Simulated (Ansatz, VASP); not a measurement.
**BaZrO3 in VASP and in Ansatz**

```
Ba Zr O
1.0
     4.20531    0.00000    0.00000
     0.00000    4.20531    0.00000
     0.00000    0.00000    4.16354
Ba Zr O
1 1 3
Direct
  0.00000 0.00000 0.00000
  0.50000 0.50000 0.50000
  0.00000 0.50000 0.50000
  0.50000 0.00000 0.50000
  0.50000 0.50000 0.00000
```

Alike in both runs: task single point; functional PBE; k mesh 6 × 6 × 6; occupations gaussian, width 0.05 eV; no spin polarisation.

```csv
,VASP,Ansatz
version,VASP 6.6.1,Ansatz 0.2.0
potentials or method,"VASP PAW PBE potentials, release 64 (Ba_sv, Zr_sv, O), cutoff 520 eV","plane waves, PAW"
valence electrons in the cell,40,40
```

```tsv
	VASP	Ansatz	Ansatz less VASP
pressure (GPa)	5.1	4.1	-1.05
traceless stress, the component that is largest in VASP (GPa)	1.63	1.60	-0.035
```

Spin-orbit coupling is off throughout.
